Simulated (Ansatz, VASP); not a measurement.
**MgO in VASP and in Ansatz**

```
Mg O
1.0
     3.30779    0.00000    0.00000
    -1.65389    2.86463    0.00000
     0.00000    0.00000    4.98288
Mg O
2 2
Direct
  0.33333 0.66667 0.00718
  0.66667 0.33333 0.50718
  0.33333 0.66667 0.40244
  0.66667 0.33333 0.90244
```

Change from the starting cell: all Mg atoms moved +0.025 Å, as atom 1 along Cartesian [0 0 1].

Alike in both runs: task single point; functional PBEsol; k mesh 9 × 9 × 6; occupations gaussian, width 0.05 eV; no spin polarisation.

```csv
,VASP,Ansatz
version,VASP 6.6.1,Ansatz 0.2.0
potentials or method,"VASP PAW PBE potentials, release 64 (Mg, O), cutoff 520 eV","scalar-relativistic, plane waves, PAW"
valence electrons in the cell,16,32
```

|  | VASP | Ansatz | Ansatz less VASP |
| --- | --- | --- | --- |
| gap on the k mesh at the Fermi level (eV) | 3.38 | 3.38 | 0.000 |
| least direct gap on the mesh (eV) | 3.38 | 3.38 | 0.000 |
| pressure (GPa) | 0.3 | 0.5 | +0.29 |
| traceless stress, the component that is largest in VASP (GPa) | 1.86 | 1.81 | -0.047 |
| rms of the force components (eV/Å) | 0.097 | 0.096 | -0.0011 |

VASP's potentials were made for PBE, not for PBEsol. Atom by atom the forces differ by 0.001 eV/Å (rms over components). With one functional, cell and mesh, what is left measures potentials, basis and numerics. VASP's potentials hold 16 valence electrons a cell and Ansatz's 32, so a difference there can come from the potentials and not from the codes.
